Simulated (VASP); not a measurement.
Wanted: the native input for a VASP 6.6.1 run.

- Task: single point
- Functional: PBE
- Potentials or basis: VASP PAW PBE potentials, release 64 (Zr_sv, Se, S)
- Cutoff: 520 eV
- k mesh: 3 × 3 × 4
- Occupations: gaussian, width 0.1 eV
- Spin: no spin polarisation
- Dipole correction: no
- Further INCAR settings: ALGO = Normal; EDIFF = 1e-06; NBANDS = 36

The structure of Zr3SeS2 lies in POSCAR:

```
Zr3SeS2
1.0
    8.2642889732      0.0000000041      0.0000000000
   -4.1321444902      7.1570841929      0.0000000000
    0.0000000000      0.0000000000      3.2011908018
Zr Se S
3 1 2
Direct
    0.5000000000      0.0000000000      0.5000000000
    0.0000000000      0.5000000000      0.5000000000
    0.5000000000      0.5000000000      0.5000000000
    0.0000000000      0.0000000000      0.5000000000
    0.3333333333      0.6666666667      0.5000000000
    0.6666666667      0.3333333333      0.5000000000
```

The cell was built from a structure type or drawn by symmetry, and may not be a known phase.

These files were run (other wordings do the same):

INCAR

```
PREC     = Accurate       # precision mode
ENCUT    = 520            # plane-wave cutoff, eV
EDIFF    = 1E-6           # SCF threshold, eV
ISMEAR   = 0              # smearing method
SIGMA    = 0.1            # smearing width, eV
LREAL    = F              # projectors in reciprocal space
LASPH    = T              # aspherical terms in the spheres
NELM     = 100            # most SCF steps
ALGO     = Normal         # electronic algorithm
ISIF     = 2              # what is computed and relaxed
LWAVE    = F              # write WAVECAR
LCHARG   = F              # write CHGCAR
GGA      = PE             # functional
NBANDS   = 36             # bands
```

KPOINTS

```
regular mesh
0
Gamma
  3 3 4
```

Potentials or basis: VASP PAW PBE potentials, release 64 (Zr_sv, Se, S).

Run with:

```bash
$ cat potpaw_PBE.64/Zr_sv/POTCAR potpaw_PBE.64/Se/POTCAR potpaw_PBE.64/S/POTCAR > POTCAR
$ mpirun -np 1 vasp_std > vasp.out
```

It gave:

```
Pressure               : -0.1 GPa
Band gap on the k mesh : zero (bands 27 and 28 overlap by 0.63 eV)
```

Caveat: the k points lie up to 0.49 Å⁻¹ apart, too coarse for converged energies and pressures of a metal.

Wall time 100 s on 1 thread of AMD EPYC 7R43 64-Core Processor (Zen 3), with other jobs on the host, peak memory 0.29 GiB.
